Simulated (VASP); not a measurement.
The system is MnO (Manganosite).

```
Mn O
1.0
     3.14380    0.00000    0.00000
     1.57190    2.72261    0.00000
     1.57190    0.90754    2.56690
Mn O
1 1
Direct
  0.00000 0.00000 0.00000
  0.50000 0.50000 0.50000
```

Base run:

* Program: VASP 6.6.1
* Functional: PBE
* Potentials or basis: VASP PAW PBE potentials, release 64 (Mn_pv, O)
* Cutoff: 520 eV
* k mesh: 7 × 7 × 7
* Occupations: fermi-dirac, width 0.3 eV
* Spin: collinear spin, ferromagnetic start
* Starting moments: [4.0, 0.0] μB
* Hubbard terms: Mn d U = 3.0 eV

Its results: pressure 6.5 GPa; net moment 4.97 μB per cell; site moments Mn +4.57; O +0.17 μB.

Question: After a change of settings the same cell gave: pressure 8.3 GPa; net moment 5.00 μB per cell; site moments Mn +4.65; O +0.13 μB. Which change was it?
A. hubbard terms from Mn d U = 3.0 eV to Mn d U = 7.0 eV; further incar settings from ALGO = Normal; EDIFF = 1e-07; NBANDS = 20 to ALGO = Normal; EDIFF = 1e-06; NBANDS = 20
B. hubbard terms from Mn d U = 3.0 eV to Mn d U = 5.0 eV
C. hubbard terms from Mn d U = 3.0 eV to Mn d U = 1.0 eV
D. potentials or basis from VASP PAW PBE potentials, release 64 (Mn_pv, O) to VASP PAW PBE potentials, release 64 (Mn_sv, O); cutoff from 520 eV to 600 eV; further incar settings from ALGO = Normal; EDIFF = 1e-07; NBANDS = 20 to ALGO = Normal; EDIFF = 1e-06; NBANDS = 22; valence electrons from 19 to 21

Answer: B.

Caveats: a cell with one magnetic atom can't hold antiferromagnetic order, which such compounds often take.
